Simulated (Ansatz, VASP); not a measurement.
**Two plane-wave programs on NaSnS3**

```
CELL_PARAMETERS angstrom
6.62062 0.00000 0.00000
-3.31031 5.73363 0.00000
0.00000 0.00000 6.68956
ATOMIC_POSITIONS crystal
Na 0.33333 0.66667 0.75000
Na 0.66667 0.33333 0.25000
Sn 0.00000 0.00000 0.50000
Sn 0.00000 0.00000 0.00000
S 0.17053 0.34106 0.25000
S 0.82947 0.17053 0.75000
S 0.82947 0.65894 0.75000
S 0.17053 0.82947 0.25000
S 0.65894 0.82947 0.25000
S 0.34106 0.17053 0.75000
```

Alike in both runs: functional PBE; k mesh 6 × 6 × 6; occupations gaussian, width 0.1 eV; no spin polarisation.

Ansatz relaxed the structure, and its values are those at the end. VASP's run is a single point on that final structure, the one shown.

```csv
,VASP,Ansatz
version,VASP 6.6.1,Ansatz 0.2.0
potentials or method,"VASP PAW PBE potentials, release 64 (Na_pv, Sn_d, S), cutoff 520 eV","scalar-relativistic, plane waves, PAW"
valence electrons in the cell,78,82
```

Ansatz gave:

```
gap on the k mesh at the Fermi level (eV) : none
pressure (GPa)                            : 0.0
rms of the force components (eV/Å)        : 0.003
```

Question: What did VASP give for the same quantities?

Answer: gap on the k mesh at the Fermi level (eV): none; pressure (GPa): -0.1; rms of the force components (eV/Å): 0.000.

A gap of «none» marks a metal or a gap that the smearing closes. The functional is the same, so the differences come from potentials, cutoffs and numerics. VASP's potentials hold 78 valence electrons a cell and Ansatz's 82, so a difference there can come from the potentials and not from the codes.
